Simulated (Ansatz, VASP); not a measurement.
ZnSe: VASP beside Ansatz

Contents of POSCAR:

```
ZnSe
1.0
    0.0000000000      3.2713831349      2.1263990377
    3.2713831349      0.0000000000      2.1263990377
    3.2713831349      3.2713831349      0.0000000000
Zn Se
1 1
Direct
    0.0000000000      0.0000000000      0.0000000000
    0.7500000000      0.7500000000      0.7500000000
```

INCAR.step1

```
SYSTEM = ZnSe
ALGO = Normal ; EDIFF = 1E-4
ENCUT = 520 ; GGA = PE
ISMEAR = 0 ; LASPH = .True.
LCHARG = .False. ; LREAL = .False.
LWAVE = .True. ; NBANDS = 16
NELM = 60 ; PREC = Accurate
SIGMA = 0.05
```

The input INCAR.step2:

```
SYSTEM = ZnSe
ALGO = Normal ; EDIFF = 1E-6
ENCUT = 520 ; ISIF = 2
ISMEAR = 0 ; ISTART = 1
LASPH = .True. ; LCHARG = .False.
LMIXTAU = .True. ; LREAL = .False.
LWAVE = .False. ; METAGGA = R2SCAN
NBANDS = 16 ; NELM = 60
PREC = Accurate ; SIGMA = 0.05
```

KPOINTS

```
k-points
0
Gamma
  10 10 10
  0 0 0
```

Input for Ansatz:

```yaml
crystal:
  lattice:
    - [0.0, 3.2713831349, 2.1263990377]
    - [3.2713831349, 0.0, 2.1263990377]
    - [3.2713831349, 3.2713831349, 0.0]
  atoms:
    - { symbol: Zn, position: [0.0, 0.0, 0.0] }
    - { symbol: Se, position: [0.75, 0.75, 0.75] }
basis:
  ecutwfc: 500
kpoints:
  mp_grid: { grid: [10, 10, 10] }
hamiltonian:
  xc: r2scan
scf:
  occupations: { method: gaussian, width: 0.05 }
output:
  forces: true
  stress: true
  eigenvalues: true
```

Alike in both runs: task single point; functional r2SCAN; k mesh 10 × 10 × 10; occupations gaussian, width 0.05 eV; no spin polarisation.

```csv
,VASP,Ansatz
version,VASP 6.6.1,Ansatz 0.2.0
potentials or method,"VASP PAW PBE potentials, release 64 (Zn, Se), cutoff 520 eV","scalar-relativistic, plane waves, PAW"
valence electrons in the cell,18,28
```

|  | VASP | Ansatz | Ansatz less VASP |
| --- | --- | --- | --- |
| gap on the k mesh at the Fermi level (eV) | 0.70 | 0.70 | +0.005 |
| least direct gap on the mesh (eV) | 0.70 | 0.70 | +0.005 |
| pressure (GPa) | -3.7 | -3.8 | -0.15 |
| traceless stress, the component that is largest in VASP (GPa) | 6.23 | 6.26 | +0.033 |

VASP's potentials were made for PBE, not for r2SCAN. The functional is the same, so the differences come from potentials, cutoffs and numerics. VASP's potentials hold 18 valence electrons a cell and Ansatz's 28, so a difference there can come from the potentials and not from the codes.
